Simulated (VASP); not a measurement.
## AlRu: single point with PBEsol

Crystal: AlRu.

```
Al Ru
1.0
     3.02096    0.00000    0.00000
     0.00000    2.96515    0.00000
     0.00000    0.00000    2.96515
Al Ru
1 1
Direct
  0.00000 0.00000 0.00000
  0.50000 0.50000 0.50000
```

This cell differs from its parent crystal: uniaxial strain along a: +1.5 %.

```
Program                : VASP 6.6.1
Task                   : single point
Functional             : PBEsol
Potentials or basis    : VASP PAW PBE potentials, release 64 (Al, Ru_pv)
Cutoff                 : 520 eV
k mesh                 : 18 × 18 × 18
Occupations            : gaussian, width 0.1 eV
Spin                   : no spin polarisation
Dipole correction      : no
Further INCAR settings : ALGO = Fast; EDIFF = 1e-06; NBANDS = 16
```

The pressure is -1.6 GPa.

Stress tensor (GPa, compression positive):
```
-3.87  0.00  0.00
 0.00 -0.52  0.00
 0.00  0.00 -0.52
```

Levels at points of the mesh, in eV from the Fermi level:
```
           k point  band 7  band 8  band 9  band 10  band 11  band 12
(0.00, 0.00, 0.00)    0.15    0.15    0.27     5.73     6.30     6.30
(0.50, 0.00, 0.00)   -1.54   -1.54    0.50     2.09     7.46    11.20
(0.00, 0.50, 0.00)   -1.77   -1.55    0.42     2.42     7.43    10.72
(0.50, 0.50, 0.00)   -1.34   -1.15   -1.09     1.50     5.25     6.32
(0.00, 0.50, 0.50)   -1.30   -1.29   -1.29     1.63     5.50     6.44
(0.50, 0.50, 0.50)    1.57    1.71    2.65     4.04     4.16     4.16
```

It took 73 s on 1 thread of Intel(R) Xeon(R) 6975P-C (Granite Rapids) (shared host), peak memory 0.33 GiB.

Caveat: the cell differs from its parent crystal (uniaxial strain along a: +1.5 %); the PAW data sets were made with another functional, which shifts forces and pressure a little.
